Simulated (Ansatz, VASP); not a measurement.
NaF in VASP and in Ansatz

INCAR

```
SYSTEM = NaF
PREC = Accurate
ENCUT = 520
EDIFF = 1E-6
ISMEAR = 0
SIGMA = 0.05
LREAL = .False.
LASPH = .True.
NELM = 80
ALGO = Normal
ISIF = 2
LWAVE = .False.
LCHARG = .False.
GGA = PS
NBANDS = 14
```

The input KPOINTS:

```
Automatic mesh
0
Gamma
  8 8 8
  0 0 0
```

File POSCAR:

```
NaF
1.0
    0.0000000000      2.3233000000      2.3697660000
    2.3233000000      0.0000000000      2.3697660000
    2.3233000000      2.3233000000      0.0000000000
Na F
1 1
Direct
    0.0000000000      0.0000000000      0.0000000000
    0.5000000000      0.5000000000      0.5000000000
```

Input for Ansatz:

```yaml
crystal:
  lattice:
    - [0.0, 2.3233, 2.369766]
    - [2.3233, 0.0, 2.369766]
    - [2.3233, 2.3233, 0.0]
  atoms:
    - { symbol: Na, position: [0.0, 0.0, 0.0] }
    - { symbol: F, position: [0.5, 0.5, 0.5] }
basis:
  ecutwfc: 420
kpoints:
  mp_grid: { grid: [8, 8, 8] }
hamiltonian:
  xc: pbesol
scf:
  occupations: { method: gaussian, width: 0.05 }
output:
  forces: true
  stress: true
  eigenvalues: true
```

Change from the starting cell: strain +0.0200 x Voigt [0, 0, 1, 0, 0, 0], atoms carried along.

Alike in both runs: task single point; functional PBEsol; k mesh 8 × 8 × 8; occupations gaussian, width 0.05 eV; no spin polarisation.

|  | VASP | Ansatz |
| --- | --- | --- |
| version | VASP 6.6.1 | Ansatz 0.2.0 |
| potentials or method | VASP PAW PBE potentials, release 64 (Na_pv, F), cutoff 520 eV | scalar-relativistic, plane waves, PAW |
| valence electrons in the cell | 14 | 16 |

Ansatz gave:

```
gap on the k mesh at the Fermi level (eV)                     : 6.04
least direct gap on the mesh (eV)                             : 6.04
pressure (GPa)                                                : -1.4
traceless stress, the component that is largest in VASP (GPa) : -0.84
```

Problem. Estimate VASP's values.

Solution. gap on the k mesh at the Fermi level (eV): 6.02; least direct gap on the mesh (eV): 6.02; pressure (GPa): -1.5; traceless stress, the component that is largest in VASP (GPa): -0.88.

VASP's potentials were made for PBE, not for PBEsol. The functional is the same, so the differences come from potentials, cutoffs and numerics. VASP's potentials hold 14 valence electrons a cell and Ansatz's 16, so a difference there can come from the potentials and not from the codes.
